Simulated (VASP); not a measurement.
# SrO (Fm-3m) in VASP: further runs, part 2 of 2

VASP 6.6.1. Earlier steps stand in the parts before.

## 3. Relaxation of cell and atoms, r2SCAN

POSCAR

```
SrO
1.0
    0.0000000000      2.5806600000      2.5806600000
    2.5806600000      0.0000000000      2.5806600000
    2.5806600000      2.5806600000      0.0000000000
Sr O
1 1
Direct
    0.0000000000      0.0000000000      0.0000000000
    0.5000000000      0.5000000000      0.5000000000
```

INCAR.step1

```
ALGO = Normal
EDIFF = 1E-4
ENCUT = 600
GGA = PE
ISMEAR = 0
LASPH = True
LCHARG = False
LREAL = False
LWAVE = True
NELM = 100
PREC = Accurate
SIGMA = 0.02
```

INCAR.step2

```
ALGO = Normal
EDIFF = 1E-6
EDIFFG = -0.002
ENCUT = 600
IBRION = 2
ISIF = 3
ISMEAR = 0
ISTART = 1
LASPH = True
LCHARG = False
LMIXTAU = True
LREAL = False
LWAVE = False
METAGGA = R2SCAN
NELM = 100
NSW = 100
PREC = Accurate
SIGMA = 0.02
```

KPOINTS

```
k-points
0
Gamma
  6 6 6
```

Potentials or basis: VASP PAW PBE potentials, release 64 (Sr_sv, O).

Run with:

```sh
$ cat potpaw_PBE.64/Sr_sv/POTCAR potpaw_PBE.64/O/POTCAR > POTCAR
$ cp INCAR.step1 INCAR
$ mpirun -np 1 vasp_std > vasp.out
$ cp INCAR.step2 INCAR
$ mpirun -np 1 vasp_std > vasp.out
```

OUTCAR:

```text
EDIFF = 1E-6
   EDIFFG = -0.002
   ENCUT = 600
   IBRION = 2
   ISIF = 3
   ISMEAR = 0
   ISTART = 1
   LASPH = True
   LREAL = False
   METAGGA = R2SCAN
   NELM = 100
   NSW = 100
   PREC = Accurate

 ion  position               nearest neighbor table
   1  0.000  0.000  0.000-   2 2.58   2 2.58   2 2.58   2 2.58   2 2.58   2 2.58
   2  0.500  0.500  0.500-   1 2.58   1 2.58   1 2.58   1 2.58   1 2.58   1 2.58

  LATTYP: Found a face centered cubic cell.
 ALAT       =     5.1613200000

  Lattice vectors:

 A1 = (   0.0000000000,   2.5806600000,   2.5806600000)
 A2 = (   2.5806600000,   0.0000000000,   2.5806600000)
 A3 = (   2.5806600000,   2.5806600000,   0.0000000000)

Analysis of symmetry for initial positions (statically):
=====================================================================
 Subroutine PRICEL returns:
 Original cell was already a primitive cell.

 Routine SETGRP: Setting up the symmetry group for a
 face centered cubic supercell.

 Subroutine GETGRP returns: Found 48 space group operations
 (whereof 48 operations were pure point group operations)
 out of a pool of 48 trial point group operations.

The static configuration has the point symmetry O_h .

Analysis of symmetry for dynamics (positions and initial velocities):
=====================================================================
 Subroutine PRICEL returns:
 Original cell was already a primitive cell.

 Routine SETGRP: Setting up the symmetry group for a
 face centered cubic supercell.

 Subroutine GETGRP returns: Found 48 space group operations
 (whereof 48 operations were pure point group operations)
 out of a pool of 48 trial point group operations.

The dynamic configuration has the point symmetry O_h .

 Subroutine INISYM returns: Found 48 space group operations
 (whereof 48 operations are pure point group operations),
 and found     1 'primitive' translations

----------------------------------------------------------------------------------------

                                     Primitive cell

  volume of cell :      34.3734

  direct lattice vectors                    reciprocal lattice vectors
     0.000000000  2.580660000  2.580660000    -0.193748886  0.193748886  0.193748886
     2.580660000  0.000000000  2.580660000     0.193748886 -0.193748886  0.193748886
     2.580660000  2.580660000  0.000000000     0.193748886  0.193748886 -0.193748886

  length of vectors
     3.649604372  3.649604372  3.649604372     0.335582914  0.335582914  0.335582914

  position of ions in fractional coordinates (direct lattice)
     0.000000000  0.000000000  0.000000000
     0.500000000  0.500000000  0.500000000

  ion indices of the primitive-cell ions
   primitive index   ion index
                 1           1
                 2           2

----------------------------------------------------------------------------------------

 KPOINTS: k-points

Automatic generation of k-mesh.
 Grid dimensions read from file:
 generate k-points for:    6    6    6

 Generating k-lattice:

  Cartesian coordinates                     Fractional coordinates (reciprocal lattice)
    -0.032291481  0.032291481  0.032291481     0.166666667  0.000000000  0.000000000
     0.032291481 -0.032291481  0.032291481     0.000000000  0.166666667  0.000000000
     0.032291481  0.032291481 -0.032291481     0.000000000  0.000000000  0.166666667

  Length of vectors
     0.055930486  0.055930486  0.055930486

  Shift w.r.t. Gamma in fractional coordinates (k-lattice)
     0.000000000  0.000000000  0.000000000

 Subroutine IBZKPT returns following result:
 ===========================================

 Found     16 irreducible k-points:

 Following reciprocal coordinates:
            Coordinates               Weight
  0.000000  0.000000  0.000000      1.000000
  0.166667  0.000000  0.000000      8.000000
  0.333333  0.000000  0.000000      8.000000
  0.500000  0.000000  0.000000      4.000000
  0.166667  0.166667  0.000000      6.000000
  0.333333  0.166667  0.000000     24.000000
[... 8 lines left out ...]
 -0.333333  0.333333  0.166667     24.000000
 -0.333333  0.500000  0.166667     12.000000
   k-points           NKPTS =     16   k-points in BZ     NKDIM =     16   number of bands    NBANDS=     12
   number of dos      NEDOS =    301   number of ions     NIONS =      2
   total plane-waves  NPLWV =  27000
   dimension x,y,z NGX =    30 NGY =   30 NGZ =   30
   dimension x,y,z NGXF=    60 NGYF=   60 NGZF=   60
   ions per type =               1   1
   NGX,Y,Z   is equivalent  to a cutoff of  13.67, 13.67, 13.67 a.u.
   NGXF,Y,Z  is equivalent  to a cutoff of  27.33, 27.33, 27.33 a.u.
 SYSTEM =  unknown system
   PREC   = accura    normal or accurate (medium, high low for compatibility)
   ISTART =      1    job   : 0-new  1-cont  2-samecut
   ICHARG =      0    charge: 1-file 2-atom 10-const
   ISPIN  =      1    spin polarized calculation?
   LNONCOLLINEAR =      F non collinear calculations
   LSORBIT =      F    spin-orbit coupling
   LASPH  =      T    aspherical Exc in radial PAW
   ENCUT  =  600.0 eV  44.10 Ry    6.64 a.u.   7.29  7.29  7.29*2*pi/ulx,y,z
   NELM   =    100;   NELMIN=  2; NELMDL=  0     # of ELM steps
   EDIFF  = 0.1E-05   stopping-criterion for ELM
   LREAL  =      F    real-space projection
   EDIFFG = -.2E-02   stopping-criterion for IOM
   NSW    =    100    number of steps for IOM
   IBRION =      2    ionic relax: 0-MD 1-quasi-New 2-CG
   NFREE  =      1    steps in history (QN), initial steepest desc. (CG)
   ISIF   =      3    stress and relaxation
   ISYM   =      2    0-nonsym 1-usesym 2-fastsym
   POTIM  = 0.5000    time-step for ionic-motion
   TEBEG  =    0.0;   TEEND  =   0.0 temperature during run
   PSTRESS=    0.0 pullay stress
   NELECT =      16.0000    total number of electrons
   NUPDOWN=      -1.0000    fix difference up-down
   EMIN   =  10.00;   EMAX   =-10.00  energy-range for DOS
   EFERMI =   0.00;   METHOD = LEGACY
   ISMEAR =     0;   SIGMA  =   0.02  broadening in eV -4-tet -1-fermi 0-gaus
   EFERMI_NEDOS =   21; number of points for ismear=-14 and -15
   IALGO  =     38    algorithm
   IMIX   =      4    mixing-type and parameters
     AMIX     =   0.40;   BMIX     =  1.00
     AMIX_MAG =   1.60;   BMIX_MAG =  1.00
  volume/ion in A,a.u.               =      17.19       115.98
  Fermi-wavevector in a.u.,A,eV,Ry     =   1.268744  2.397579 21.901456  1.609712
  Thomas-Fermi vector in A             =   2.401823
   LORBIT       =      0    0 simple, 1 ext, 2 COOP (PROOUT), +10 PAW based schemes
   METAGGA = R2SCAN    functional components
   LHFCALC =     F    Hartree Fock is set to
   AEXX    =    0.0000 exact exchange contribution
   IVDW    =     0    specifies the selected vdW correction
   LEPSILON=     F    determine dielectric tensor
   LRPA    =     F    only Hartree local field effects (RPA)
 conjugate gradient relaxation of ions
 non-spin polarized calculation
 Gauss-broadening in eV      SIGMA  =   0.02
  energy-cutoff  :      600.00
  volume of cell :       34.37
 maximum number of plane-waves:      1167
 NGX is ok and might be reduce to    30
   NGX = 15   NGY = 15   NGZ = 15

--------------------------------------- Ionic step        1  -------------------------------------------

 number of electron      15.9999998 magnetization

 Free energy of the ion-electron system (eV)
  ---------------------------------------------------
  ext. energy  EPLUGINS =         0.00000000
  ---------------------------------------------------
  free energy    TOTEN  =       -27.05818423 eV

  energy without entropy =      -27.05818423  energy(sigma->0) =      -27.05818423

------------------------ aborting loop because EDIFF is reached ----------------------------------------

  FORCE on cell =-STRESS in cart. coord.  units (eV):
  Direction    XX          YY          ZZ          XY          YZ          ZX
  --------------------------------------------------------------------------------------
  -------------------------------------------------------------------------------------
  Total        0.0812488      0.0812488      0.0812488      0.0000000     -0.0000000     -0.0000000
  in kB        3.7870838      3.7870838      3.7870838      0.0000000     -0.0000000     -0.0000000
  external PRESSURE =       3.7870838 kB  Pullay stress =       0.0000000 kB
[... 57 lines left out ...]
  energy  without entropy=      -27.0582865328  energy(sigma->0) =      -27.05828653

--------------------------------------- Ionic step        3  -------------------------------------------

 number of electron      15.9999998 magnetization

 Free energy of the ion-electron system (eV)
  ---------------------------------------------------
  ext. energy  EPLUGINS =         0.00000000
  ---------------------------------------------------
  free energy    TOTEN  =       -27.05832910 eV

  energy without entropy =      -27.05832910  energy(sigma->0) =      -27.05832910

 E-fermi :   1.4662     XC(G=0): -10.5085

 val. band max:        1.2718509061   @ k =   0.0000   0.0000   0.0000
 cond. band min:       5.0227771743   @ k =   0.5000   0.5000   0.0000
 fundamental gap:      3.7509262682
 Fermi energy:         1.4661858777

 k-point     1 :       0.0000    0.0000    0.0000
  band No.  band energies     occupation
      1     -32.2539      2.00000
      2     -14.7378      2.00000
      3     -13.2923      2.00000
      4     -13.2923      2.00000
      5     -13.2923      2.00000
      6       1.2718      2.00000
      7       1.2719      2.00000
      8       1.2719      2.00000
      9       5.8202      0.00000
     10       8.0159      0.00000
     11       8.0159      0.00000
     12       8.0159      0.00000
[... 252 lines left out ...]
  FREE ENERGIE OF THE ION-ELECTRON SYSTEM (eV)
  ---------------------------------------------------
  free  energy   TOTEN  =       -27.0583291017 eV

  energy  without entropy=      -27.0583291017  energy(sigma->0) =      -27.05832910

 reached required accuracy - stopping structural energy minimisation
```

Run time: 4.1 min. Hardware: 1 thread of Intel Xeon 8259CL, shared host; peak memory 0.18 GiB.

Results:

- Free energy: -27.0583 eV
- Relaxed volume: 17.25 Å³/atom
- Relaxed cell: a = 3.654 Å, b = 3.654 Å, c = 3.654 Å, α = 60.00°, β = 60.00°, γ = 60.00°
- Space group after relaxing (to 0.1 Å): Fm-3m (No. 225)
- Energy gained by relaxing: 0.1 meV/atom
- Ionic steps: 3
- Pressure after relaxing: 0.0 GPa
- Band gap on the k mesh: 3.75 eV (least direct gap 3.85 eV)

Step by step:
```tsv
step	energy change (eV)	largest force (eV/Å)	pressure (GPa)	volume (Å³)
1	0.0000	0.0000	0.38	34.37
2	-0.0001	0.0000	-0.19	34.58
3	-0.0001	0.0000	0.01	34.50
```

Final structure:
```cif
data_structure
_symmetry_space_group_name_H-M 'P 1'
_symmetry_Int_Tables_number 1
_cell_length_a 3.6541
_cell_length_b 3.6541
_cell_length_c 3.6541
_cell_angle_alpha 60.000
_cell_angle_beta 60.000
_cell_angle_gamma 60.000
_cell_volume 34.50
loop_
_atom_site_label
_atom_site_type_symbol
_atom_site_fract_x
_atom_site_fract_y
_atom_site_fract_z
_atom_site_occupancy
Sr1 Sr 0.00000 0.00000 0.00000 1
O1 O 0.50000 0.50000 0.50000 1
```

Levels at points of the mesh, in eV from the valence-band top:
```tsv
k point	band 5	band 6	band 7	band 8	band 9	band 10	band 11	band 12
(0.00, 0.00, 0.00)	-14.56	0.00	0.00	0.00	4.55	6.74	6.74	6.74
(0.50, 0.00, 0.00)	-13.55	-2.09	-1.10	-1.10	7.05	8.96	9.40	9.40
(0.50, 0.50, 0.00)	-14.91	-0.45	-0.10	-0.10	3.75	8.40	10.82	10.98
```

Caveat: the PAW data sets were made with another functional, which shifts forces and pressure a little. r2SCAN opens gaps a little over a GGA but as a rule still falls short of measured ones.

## 4. Relaxation of cell and atoms, r2SCAN

POSCAR

```
SrO
1.0
    0.0000000000      2.5801213120      2.5801213120
    2.5801213120      0.0000000000      2.5801213120
    2.5801213120      2.5801213120      0.0000000000
Sr O
1 1
Direct
    0.0000000000      0.0000000000      0.0000000000
    0.5000000000      0.5000000000      0.5000000000
```

INCAR.step1

```
PREC     = Accurate       # precision mode
ENCUT    = 600            # plane-wave cutoff, eV
ISMEAR   = 0              # smearing method
SIGMA    = 0.01           # smearing width, eV
LREAL    = False          # projectors in reciprocal space
LASPH    = True           # aspherical terms in the spheres
NELM     = 60             # most SCF steps
GGA      = PE             # functional
ALGO     = Normal         # electronic algorithm
EDIFF    = 1E-4           # SCF threshold, eV
LWAVE    = True           # write WAVECAR
LCHARG   = False          # write CHGCAR
```

INCAR.step2

```
PREC     = Accurate       # precision mode
ENCUT    = 600            # plane-wave cutoff, eV
EDIFF    = 1E-6           # SCF threshold, eV
ISMEAR   = 0              # smearing method
SIGMA    = 0.01           # smearing width, eV
LREAL    = False          # projectors in reciprocal space
LASPH    = True           # aspherical terms in the spheres
NELM     = 60             # most SCF steps
ALGO     = Normal         # electronic algorithm
ISIF     = 3              # what is computed and relaxed
LWAVE    = False          # write WAVECAR
LCHARG   = False          # write CHGCAR
METAGGA  = R2SCAN         # meta-GGA
LMIXTAU  = True         
IBRION   = 2              # ionic algorithm
NSW      = 80             # ionic steps
EDIFFG   = -0.001         # ionic threshold
ISTART   = 1
```

KPOINTS

```
regular mesh
0
Gamma
  8 8 8
```

Run with:

```sh
$ cat potpaw_PBE.64/Sr_sv/POTCAR potpaw_PBE.64/O/POTCAR > POTCAR
$ cp INCAR.step1 INCAR
$ mpirun -np 1 vasp_std > vasp.out
$ cp INCAR.step2 INCAR
$ mpirun -np 1 vasp_std > vasp.out
```

Run time: 12 min. Hardware: 1 thread of Intel Xeon 8259CL, shared host; peak memory 0.19 GiB.

Results (log left out):

- Free energy: -27.0584 eV
- Relaxed volume: 17.26 Å³/atom
- Relaxed cell: a = 3.654 Å, b = 3.654 Å, c = 3.654 Å, α = 60.00°, β = 60.00°, γ = 60.00°
- Space group after relaxing (to 0.1 Å): Fm-3m (No. 225)
- Energy gained by relaxing: 0.1 meV/atom
- Ionic steps: 10
- Pressure after relaxing: 0.0 GPa
- Band gap on the k mesh: 3.75 eV (least direct gap 3.85 eV)

Step by step:
| step | energy change (eV) | largest force (eV/Å) | pressure (GPa) | volume (Å³) |
| --- | --- | --- | --- | --- |
| 1 | 0.0000 | 0.0000 | 0.44 | 34.35 |
| 2 | -0.0001 | 0.0000 | -0.22 | 34.59 |
| 3 | -0.0002 | 0.0000 | 0.01 | 34.50 |
| 4 | -0.0002 | 0.0000 | 0.02 | 34.51 |
| 5 | -0.0002 | 0.0000 | -0.11 | 34.55 |
| 6 | -0.0002 | 0.0000 | -0.02 | 34.51 |
| 7 | -0.0002 | 0.0000 | 0.01 | 34.50 |
| 8 | -0.0002 | 0.0000 | 0.02 | 34.50 |
| 9 | -0.0002 | 0.0000 | 0.01 | 34.51 |
| 10 | -0.0002 | 0.0000 | 0.00 | 34.51 |

Final structure:
```xyz
2
Lattice="0.0000 2.5841 2.5841 2.5841 0.0000 2.5841 2.5841 2.5841 0.0000" Properties=species:S:1:pos:R:3 pbc="T T T"
Sr    0.0000    0.0000    0.0000
O     2.5841    2.5841    2.5841
```

Levels at points of the mesh, in eV from the valence-band top:
```csv
k point,band 5,band 6,band 7,band 8,band 9,band 10,band 11,band 12
"(0.00, 0.00, 0.00)",-14.57,0.00,0.00,0.00,4.55,6.74,6.74,6.74
"(0.50, 0.00, 0.00)",-13.55,-2.09,-1.10,-1.10,7.04,8.95,9.39,9.39
"(0.50, 0.50, 0.00)",-14.91,-0.45,-0.10,-0.10,3.75,8.40,10.82,10.98
```

Caveat: the PAW data sets were made with another functional, which shifts forces and pressure a little.

## 5. The runs side by side

| task | cell | k mesh | cutoff (eV) | smearing | gap on the mesh (eV) | pressure (GPa) | relaxed volume (Å³/atom) |
| --- | --- | --- | --- | --- | --- | --- | --- |
| single point | a = 3.649 Å, angles 60.0°, 2 atoms | 8 × 8 × 8 | 520 | gaussian 0.01 eV | 3.75 | 0.5 | - |
| relaxation of cell and atoms | relaxed from a = 3.650 Å, angles 60.0°, 2 atoms | 6 × 6 × 6 | 600 | gaussian 0.02 eV | 3.75 | 0.0 | 17.25 |
| relaxation of cell and atoms | relaxed from a = 3.649 Å, angles 60.0°, 2 atoms | 8 × 8 × 8 | 600 | gaussian 0.01 eV | 3.75 | 0.0 | 17.26 |

Alike in all rows: level r2SCAN; potentials or basis VASP PAW PBE potentials, release 64 (Sr_sv, O); no spin polarisation.

Caveats: the PAW data sets were made with another functional, which shifts forces and pressure a little.

Absolute energies hang on the potentials; compare differences alone.
